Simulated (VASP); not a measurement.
# TiO2 (I4_1/amd) in VASP: notebook

TiO2 is run at these levels: PBE+U; tasks: single point.

Everything below comes from runs of VASP 6.6.1. Logs are shortened: lines on timing, memory, paths and dates and some standing lists are left out, and cuts for length are marked.

### 1 The cell of the first run

Symmetry: I4_1/amd, No. 141, tetragonal system. Conventional cell: a = 4.112 Å, b = 4.112 Å, c = 8.428 Å, α = 90.00°, β = 90.00°, γ = 90.00°. Within 2.5 Å of Ti (site symmetry -4m2) lie 6 O at 1.86 to 2.07 Å. O (site symmetry 2mm) has 3 Ti at 1.86 to 2.07 Å within 2.5 Å.

### 2 Single point, PBE+U

INCAR

```
ALGO = Normal
EDIFF = 1E-6
ENCUT = 520
GGA = PE
ISIF = 2
ISMEAR = 0
LASPH = True
LCHARG = False
LDAU = True
LDAUJ = 0 0
LDAUL = 2 -1
LDAUPRINT = 1
LDAUTYPE = 2
LDAUU = 4 0
LMAXMIX = 4
LREAL = False
LWAVE = False
NBANDS = 33
NELM = 150
PREC = Accurate
SIGMA = 0.05
```

KPOINTS

```
k-points
0
Gamma
  8 8 8
```

POSCAR

```
TiO2
1.0
   -2.0560227262      2.0560227262      4.2140241797
    2.0560227262     -2.0560227262      4.2140241797
    2.0560227262      2.0560227262     -4.2140241797
Ti O
2 4
Direct
    0.0000000000      0.0000000000      0.0000000000
    0.7500000000      0.2500000000      0.5000000000
    0.2205655066      0.2205655066      0.0000000000
    0.9705655066      0.4705655066      0.5000000000
    0.5294344934      0.0294344934      0.5000000000
    0.7794344934      0.7794344934      0.0000000000
```

Potentials or basis: VASP PAW PBE potentials, release 64 (Ti_sv, O).

Launch:

```console
$ cat potpaw_PBE.64/Ti_sv/POTCAR potpaw_PBE.64/O/POTCAR > POTCAR
$ mpirun -np 1 vasp_std > vasp.out
```

OUTCAR:

```text
EDIFF = 1E-6
   ENCUT = 520
   GGA = PE
   ISIF = 2
   ISMEAR = 0
   LASPH = True
   LREAL = False
   NELM = 150
   PREC = Accurate

 ion  position               nearest neighbor table
   1  0.000  0.000  0.000-   3 1.86   6 1.86   5 2.07   4 2.07   5 2.07   4 2.07
   2  0.750  0.250  0.500-   4 1.86   5 1.86   6 2.07   3 2.07   6 2.07   3 2.07
   3  0.221  0.221  0.000-   1 1.86   2 2.07   2 2.07
   4  0.971  0.471  0.500-   2 1.86   1 2.07   1 2.07
   5  0.529  0.029  0.500-   2 1.86   1 2.07   1 2.07
   6  0.779  0.779  0.000-   1 1.86   2 2.07   2 2.07

  LATTYP: Found a body centered tetragonal cell.
 ALAT       =     4.1120454524
 C/A-ratio  =     2.0496000000

  Lattice vectors:

 A1 = (  -2.0560227262,   2.0560227262,   4.2140241797)
 A2 = (   2.0560227262,  -2.0560227262,   4.2140241797)
 A3 = (   2.0560227262,   2.0560227262,  -4.2140241797)

Analysis of symmetry for initial positions (statically):
=====================================================================
 Subroutine PRICEL returns:
 Original cell was already a primitive cell.

 Routine SETGRP: Setting up the symmetry group for a
 body centered tetragonal supercell.

 Subroutine GETGRP returns: Found 16 space group operations
 (whereof  8 operations were pure point group operations)
 out of a pool of 16 trial point group operations.

The static configuration has the point symmetry D_2d.
 The point group associated with its full space group is D_4h.

Analysis of symmetry for dynamics (positions and initial velocities):
=====================================================================
 Subroutine PRICEL returns:
 Original cell was already a primitive cell.

 Routine SETGRP: Setting up the symmetry group for a
 body centered tetragonal supercell.

 Subroutine GETGRP returns: Found 16 space group operations
 (whereof  8 operations were pure point group operations)
 out of a pool of 16 trial point group operations.

The dynamic configuration has the point symmetry D_2d.
 The point group associated with its full space group is D_4h.

 Subroutine INISYM returns: Found 16 space group operations
 (whereof  8 operations are pure point group operations),
 and found     1 'primitive' translations

----------------------------------------------------------------------------------------

                                     Primitive cell

  volume of cell :      71.2546

  direct lattice vectors                    reciprocal lattice vectors
    -2.056022726  2.056022726  4.214024180     0.000000000  0.243187973  0.118651431
     2.056022726 -2.056022726  4.214024180     0.243187973  0.000000000  0.118651431
     2.056022726  2.056022726 -4.214024180     0.243187973  0.243187973  0.000000000

  length of vectors
     5.119810415  5.119810415  5.119810415     0.270589269  0.270589269  0.343919730

  position of ions in fractional coordinates (direct lattice)
     0.000000000  0.000000000  0.000000000
     0.750000000  0.250000000  0.500000000
     0.220565507  0.220565507  0.000000000
     0.970565507  0.470565507  0.500000000
     0.529434493  0.029434493  0.500000000
     0.779434493  0.779434493  0.000000000

  ion indices of the primitive-cell ions
   primitive index   ion index
                 1           1
[... 103 lines left out ...]
   angular momentum for each species LDAUL =     2   -1
   U (eV)           for each species LDAUU =   4.0  0.0
   J (eV)           for each species LDAUJ =   0.0  0.0
   GGA     = PE    functional components
   LHFCALC =     F    Hartree Fock is set to
   AEXX    =    0.0000 exact exchange contribution
   IVDW    =     0    specifies the selected vdW correction
   LEPSILON=     F    determine dielectric tensor
   LRPA    =     F    only Hartree local field effects (RPA)
 non-spin polarized calculation
 Gauss-broadening in eV      SIGMA  =   0.05
  energy-cutoff  :      520.00
  volume of cell :       71.25
 maximum number of plane-waves:      1941
 NGX is ok and might be reduce to    40

atom =   1  type =  1  l = 2

 onsite density matrix

spin component  1

  0.0780  0.0000  0.0000  0.0000 -0.0000
  0.0000  0.1173  0.0000  0.0000 -0.0000
  0.0000  0.0000  0.3078  0.0000 -0.0000
  0.0000  0.0000  0.0000  0.1173 -0.0000
 -0.0000 -0.0000 -0.0000 -0.0000  0.1891

spin component  2

  0.0780  0.0000  0.0000  0.0000 -0.0000
  0.0000  0.1173  0.0000  0.0000 -0.0000
  0.0000  0.0000  0.3078  0.0000 -0.0000
  0.0000  0.0000  0.0000  0.1173 -0.0000
 -0.0000 -0.0000 -0.0000 -0.0000  0.1891

 occupancies and eigenvectors

  o =  0.0780  v =  1.0000  0.0000  0.0000  0.0000  0.0000  0.0000  0.0000  0.0000  0.0000  0.0000      0.0000  0.0000  0.0000  0.0000  0.0000  0.0000  0.0000  0.0000  0.0000  0.0000
  o =  0.0780  v =  0.0000  0.0000  0.0000  0.0000  0.0000  1.0000  0.0000  0.0000  0.0000  0.0000      0.0000  0.0000  0.0000  0.0000  0.0000  0.0000  0.0000  0.0000  0.0000  0.0000
  o =  0.1173  v =  0.0000  0.8853 -0.0000 -0.4650  0.0000  0.0000  0.0000  0.0000  0.0000  0.0000      0.0000  0.0000  0.0000  0.0000  0.0000  0.0000  0.0000  0.0000  0.0000  0.0000
  o =  0.1173  v =  0.0000  0.0000  0.0000  0.0000  0.0000  0.0000  0.8853 -0.0000 -0.4650  0.0000      0.0000  0.0000  0.0000  0.0000  0.0000  0.0000  0.0000  0.0000  0.0000  0.0000
  o =  0.1173  v =  0.0000 -0.4650  0.0000 -0.8853 -0.0000  0.0000  0.0000  0.0000  0.0000  0.0000      0.0000  0.0000  0.0000  0.0000  0.0000  0.0000  0.0000  0.0000  0.0000  0.0000
  o =  0.1173  v =  0.0000  0.0000  0.0000  0.0000  0.0000  0.0000 -0.4650  0.0000 -0.8853 -0.0000      0.0000  0.0000  0.0000  0.0000  0.0000  0.0000  0.0000  0.0000  0.0000  0.0000
  o =  0.1891  v =  0.0000  0.0000  0.0000  0.0000  0.0000  0.0000 -0.0000 -0.0000 -0.0000  1.0000      0.0000  0.0000  0.0000  0.0000  0.0000  0.0000  0.0000  0.0000  0.0000  0.0000
  o =  0.1891  v =  0.0000 -0.0000 -0.0000 -0.0000  1.0000  0.0000  0.0000  0.0000  0.0000  0.0000      0.0000  0.0000  0.0000  0.0000  0.0000  0.0000  0.0000  0.0000  0.0000  0.0000
  o =  0.3078  v =  0.0000  0.0000  1.0000  0.0000  0.0000  0.0000  0.0000  0.0000  0.0000  0.0000      0.0000  0.0000  0.0000  0.0000  0.0000  0.0000  0.0000  0.0000  0.0000  0.0000
  o =  0.3078  v =  0.0000  0.0000  0.0000  0.0000  0.0000  0.0000  0.0000  1.0000  0.0000  0.0000      0.0000  0.0000  0.0000  0.0000  0.0000  0.0000  0.0000  0.0000  0.0000  0.0000

atom =   2  type =  1  l = 2

 onsite density matrix

spin component  1

  0.0780  0.0000  0.0000  0.0000  0.0000
  0.0000  0.1173 -0.0000  0.0000 -0.0000
  0.0000 -0.0000  0.3078  0.0000  0.0000
  0.0000  0.0000  0.0000  0.1173 -0.0000
  0.0000 -0.0000  0.0000 -0.0000  0.1891

spin component  2

  0.0780  0.0000  0.0000  0.0000  0.0000
  0.0000  0.1173 -0.0000  0.0000 -0.0000
  0.0000 -0.0000  0.3078  0.0000  0.0000
  0.0000  0.0000  0.0000  0.1173 -0.0000
  0.0000 -0.0000  0.0000 -0.0000  0.1891

 occupancies and eigenvectors

  o =  0.0780  v =  1.0000  0.0000  0.0000  0.0000  0.0000  0.0000  0.0000  0.0000  0.0000  0.0000      0.0000  0.0000  0.0000  0.0000  0.0000  0.0000  0.0000  0.0000  0.0000  0.0000
  o =  0.0780  v =  0.0000  0.0000  0.0000  0.0000  0.0000  1.0000  0.0000  0.0000  0.0000  0.0000      0.0000  0.0000  0.0000  0.0000  0.0000  0.0000  0.0000  0.0000  0.0000  0.0000
  o =  0.1173  v =  0.0000 -0.9962  0.0000  0.0869  0.0000  0.0000  0.0000  0.0000  0.0000  0.0000      0.0000  0.0000  0.0000  0.0000  0.0000  0.0000  0.0000  0.0000  0.0000  0.0000
  o =  0.1173  v =  0.0000  0.0000  0.0000  0.0000  0.0000  0.0000 -0.9962  0.0000  0.0869  0.0000      0.0000  0.0000  0.0000  0.0000  0.0000  0.0000  0.0000  0.0000  0.0000  0.0000
  o =  0.1173  v =  0.0000 -0.0869  0.0000 -0.9962 -0.0000  0.0000  0.0000  0.0000  0.0000  0.0000      0.0000  0.0000  0.0000  0.0000  0.0000  0.0000  0.0000  0.0000  0.0000  0.0000
  o =  0.1173  v =  0.0000  0.0000  0.0000  0.0000  0.0000  0.0000 -0.0869  0.0000 -0.9962 -0.0000      0.0000  0.0000  0.0000  0.0000  0.0000  0.0000  0.0000  0.0000  0.0000  0.0000
  o =  0.1891  v =  0.0000 -0.0000  0.0000  0.0000 -1.0000  0.0000  0.0000  0.0000  0.0000  0.0000      0.0000  0.0000  0.0000  0.0000  0.0000  0.0000  0.0000  0.0000  0.0000  0.0000
  o =  0.1891  v =  0.0000  0.0000  0.0000  0.0000  0.0000  0.0000 -0.0000  0.0000  0.0000 -1.0000      0.0000  0.0000  0.0000  0.0000  0.0000  0.0000  0.0000  0.0000  0.0000  0.0000
  o =  0.3078  v =  0.0000 -0.0000 -1.0000  0.0000 -0.0000  0.0000  0.0000  0.0000  0.0000  0.0000      0.0000  0.0000  0.0000  0.0000  0.0000  0.0000  0.0000  0.0000  0.0000  0.0000
  o =  0.3078  v =  0.0000  0.0000  0.0000  0.0000  0.0000  0.0000 -0.0000 -1.0000  0.0000 -0.0000      0.0000  0.0000  0.0000  0.0000  0.0000  0.0000  0.0000  0.0000  0.0000  0.0000

 number of electron      48.0000000 magnetization

 Free energy of the ion-electron system (eV)
  ---------------------------------------------------
  ext. energy  EPLUGINS =         0.00000000
  ---------------------------------------------------
  free energy    TOTEN  =       -47.54506521 eV

  energy without entropy =      -47.54506521  energy(sigma->0) =      -47.54506521

 E-fermi :   3.2859     XC(G=0): -10.5634

 val. band max:        3.0717362703   @ k =   0.5000   0.5000   0.0000
 cond. band min:       5.3372742560   @ k =   0.0000   0.0000   0.0000
 fundamental gap:      2.2655379857
 Fermi energy:         3.2858757396

 k-point     1 :       0.0000    0.0000    0.0000
  band No.  band energies     occupation
      1     -54.4523      2.00000
      2     -54.3741      2.00000
      3     -30.8112      2.00000
      4     -30.6604      2.00000
      5     -30.6604      2.00000
      6     -30.5459      2.00000
[... 853 lines left out ...]
     32       9.1341      0.00000
     33      10.0874      0.00000

 [... further k-points ...]
[... 5 lines left out ...]
  --------------------------------------------------------------------------------------
  -------------------------------------------------------------------------------------
  Total       -4.7955436     -4.7955436     14.2444424      0.0000000      0.0000000      0.0000000
  in kB     -107.8290020   -107.8290020    320.2898667      0.0000000      0.0000000      0.0000000
  external PRESSURE =      34.8772876 kB  Pullay stress =       0.0000000 kB

 VOLUME and BASIS-vectors are now :
 -----------------------------------------------------------------------------
  energy-cutoff  :      520.00
  volume of cell :       71.25
      direct lattice vectors                 reciprocal lattice vectors
    -2.056022726  2.056022726  4.214024180     0.000000000  0.243187973  0.118651431
     2.056022726 -2.056022726  4.214024180     0.243187973  0.000000000  0.118651431
     2.056022726  2.056022726 -4.214024180     0.243187973  0.243187973  0.000000000

 POSITION                                       TOTAL-FORCE (eV/Angst)
 -----------------------------------------------------------------------------------
      0.00000      0.00000      0.00000        -0.000000     -0.000000      0.000000
      0.00000      2.05602      2.10701        -0.000000     -0.000000      0.000000
      0.00000      0.00000      1.85894         0.000000     -0.000000      1.139934
      0.00000      2.05602      3.96595        -0.000000      0.000000      1.139934
      0.00000      2.05602      0.24808        -0.000000      0.000000     -1.139934
      0.00000      0.00000      6.56911         0.000000     -0.000000     -1.139934
 -----------------------------------------------------------------------------------
    total drift:                                0.000000     -0.000000     -0.000000

  FREE ENERGIE OF THE ION-ELECTRON SYSTEM (eV)
  ---------------------------------------------------
  free  energy   TOTEN  =       -47.5450652102 eV

  energy  without entropy=      -47.5450652102  energy(sigma->0) =      -47.54506521
```

Run time: 79 s. Hardware: 1 thread of Intel Xeon 6975P-C (Granite Rapids), shared host; peak memory 0.29 GiB.

Results:

- Free energy: -47.5451 eV
- Pressure: 3.5 GPa
- Largest force: 1.140 eV/Å
- Band gap on the k mesh: 2.27 eV (least direct gap 2.44 eV)

Forces in eV/Å, atoms in the order of the input:
```
Ti   0.000  0.000  0.000
Ti   0.000  0.000  0.000
O    0.000  0.000  1.140
O    0.000  0.000  1.140
O    0.000  0.000 -1.140
O    0.000  0.000 -1.140
```

Levels at points of the mesh, in eV from the valence-band top:
```
           k point  band 20  band 21  band 22  band 23  band 24  band 25  band 26  band 27  band 28  band 29
(0.00, 0.00, 0.00)    -0.67    -0.67    -0.41    -0.41    -0.18     2.27     3.56     3.84     3.86     3.86
(0.50, 0.00, 0.00)    -1.77    -1.66    -0.96    -0.64    -0.24     3.48     3.57     3.88     4.13     4.37
(0.50, 0.50, 0.00)    -2.16    -1.61    -1.61     0.00     0.00     3.96     3.96     4.23     4.23     4.76
(0.50, 0.50, 0.50)    -1.12    -0.96    -0.96    -0.60    -0.60     2.88     2.88     3.77     3.77     4.09
```

Eigenvalues of the final occupation matrices:
```
    site  spin  trace               eigenvalues
site 1 d     1   0.81  0.08 0.12 0.12 0.19 0.31
site 1 d     2   0.81  0.08 0.12 0.12 0.19 0.31
site 2 d     1   0.81  0.08 0.12 0.12 0.19 0.31
site 2 d     2   0.81  0.08 0.12 0.12 0.19 0.31
```

Caveat: the cell stands under pressure; forces of over 1 eV/Å act on the atoms, so gaps and moduli don't describe the material at rest. A k mesh can miss the band edges.

### 3 Single point, PBE+U

This run uses another cell than the first one, of the same volume but with other edges.

INCAR

```
SYSTEM = TiO2
  PREC = Accurate
  ENCUT = 520
  EDIFF = 1E-6
  ISMEAR = 0
  SIGMA = 0.05
  LREAL = .FALSE.
  LASPH = .TRUE.
  NELM = 150
  ALGO = Normal
  ISIF = 2
  LWAVE = .FALSE.
  LCHARG = .FALSE.
  LMAXMIX = 4
  LDAU = .TRUE.
  LDAUTYPE = 2
  LDAUL = 2 -1
  LDAUU = 4 0
  LDAUJ = 0 0
  LDAUPRINT = 1
  GGA = PE
  NBANDS = 33
```

KPOINTS

```
Automatic mesh
0
G
  8 8 8
  0 0 0
```

POSCAR

```
TiO2
1.0
   -1.9530452893      1.9530452893      4.6701218957
    1.9530452893     -1.9530452893      4.6701218957
    1.9530452893      1.9530452893     -4.6701218957
Ti O
2 4
Direct
    0.0000000000      0.0000000000      0.0000000000
    0.7500000000      0.2500000000      0.5000000000
    0.1898900642      0.1898900642      0.0000000000
    0.9398900642      0.4398900642      0.5000000000
    0.5601099358      0.0601099358      0.5000000000
    0.8101099358      0.8101099358      0.0000000000
```

Potentials or basis: VASP PAW PBE potentials, release 64 (Ti_sv, O).

Launch:

```console
$ cat potpaw_PBE.64/Ti_sv/POTCAR potpaw_PBE.64/O/POTCAR > POTCAR
$ mpirun -np 1 vasp_std > vasp.out
```

Wall time 80 s (1 thread of Intel Xeon 6975P-C (Granite Rapids), shared host); peak memory 0.3 GiB.

Results (log left out):

```yaml
Free_energy: -46.5322 eV
Pressure: 25.5 GPa
Largest_force: 5.511 eV/Å
Band_gap_on_the_k_mesh: 2.81 eV (least direct gap 2.98 eV)
```

Forces in eV/Å, atoms in the order of the input:
```
Ti   0.000  0.000  0.000
Ti   0.000  0.000  0.000
O    0.000  0.000  5.511
O    0.000  0.000  5.511
O    0.000  0.000 -5.511
O    0.000  0.000 -5.511
```

Stress tensor (GPa, compression positive):
```
 3.99  0.00  0.00
 0.00  3.99  0.00
 0.00  0.00 68.64
```

Levels at points of the mesh, in eV from the valence-band top:
| k point | band 22 | band 23 | band 24 | band 25 | band 26 | band 27 |
| --- | --- | --- | --- | --- | --- | --- |
| (0.00, 0.00, 0.00) | -0.59 | -0.20 | -0.20 | 2.81 | 3.73 | 4.88 |
| (0.50, 0.00, 0.00) | -1.02 | -0.65 | -0.24 | 3.54 | 4.14 | 4.18 |
| (0.50, 0.50, 0.00) | -1.64 | -0.52 | -0.52 | 3.87 | 3.87 | 4.30 |
| (0.50, 0.50, 0.50) | -0.96 | 0.00 | 0.00 | 3.25 | 3.25 | 4.49 |

Eigenvalues of the final occupation matrices:
| site | spin | trace | eigenvalues |
| --- | --- | --- | --- |
| site 1 d | 1 | 0.86 | 0.07 0.13 0.13 0.20 0.34 |
| site 1 d | 2 | 0.86 | 0.07 0.13 0.13 0.20 0.34 |
| site 2 d | 1 | 0.86 | 0.07 0.13 0.13 0.20 0.34 |
| site 2 d | 2 | 0.86 | 0.07 0.13 0.13 0.20 0.34 |

Caveat: the cell stands under pressure; forces of over 1 eV/Å act on the atoms, so gaps and moduli don't describe the material at rest. A k mesh can miss the band edges.
